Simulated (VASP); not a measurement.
Wanted: the native input for a VASP 6.6.1 run.

```yaml
Task: relaxation of cell and atoms
Functional: PBE
Potentials_or_basis: VASP PAW PBE potentials, release 64 (C)
Cutoff: 600 eV
k_mesh: 12 × 12 × 12
Occupations: gaussian, width 0.02 eV
Spin: no spin polarisation
Dipole_correction: no
Further_INCAR_settings: ALGO = Normal; EDIFF = 1e-06; IBRION = 2; EDIFFG = -0.005; NSW = 100; ISIF = 3
```

The structure of C lies in POSCAR:

```
C
1.0
    0.0000000000      1.7834000000      1.7834000000
    1.7834000000      0.0000000000      1.7834000000
    1.7834000000      1.7834000000      0.0000000000
C
2
Direct
    0.5000000000      0.5000000000      0.5000000000
    0.7500000000      0.7500000000      0.7500000000
```

One way to write it, as run:

INCAR

```
PREC = Accurate ; ENCUT = 600
EDIFF = 1E-6 ; ISMEAR = 0
SIGMA = 0.02 ; LREAL = F
LASPH = T ; NELM = 60
ALGO = Normal ; ISIF = 3
LWAVE = F ; LCHARG = F
GGA = PE ; IBRION = 2
NSW = 100 ; EDIFFG = -0.005
```

KPOINTS

```
regular mesh
0
Gamma
  12 12 12
```

Potentials or basis: VASP PAW PBE potentials, release 64 (C).

Command:

```sh
$ cat potpaw_PBE.64/C/POTCAR > POTCAR
$ mpirun -np 1 vasp_std > vasp.out
```

Results of the run:

The relaxed volume is 5.70 Å³/atom and the relaxed cell is a = 2.526 Å, b = 2.526 Å, c = 2.526 Å, α = 60.00°, β = 60.00°, γ = 60.00°. The space group after relaxing (to 0.05 Å) is Fd-3m (No. 227) and the energy gained by relaxing is 0.1 meV/atom. The ionic steps are 3, the pressure after relaxing is 0.0 GPa and the band gap on the k mesh is 4.14 eV, indirect (least direct gap 5.58 eV).

Wall time 5.3 s on 1 thread of Intel(R) Xeon(R) 6975P-C (Granite Rapids) (shared host), peak memory 0.11 GiB.
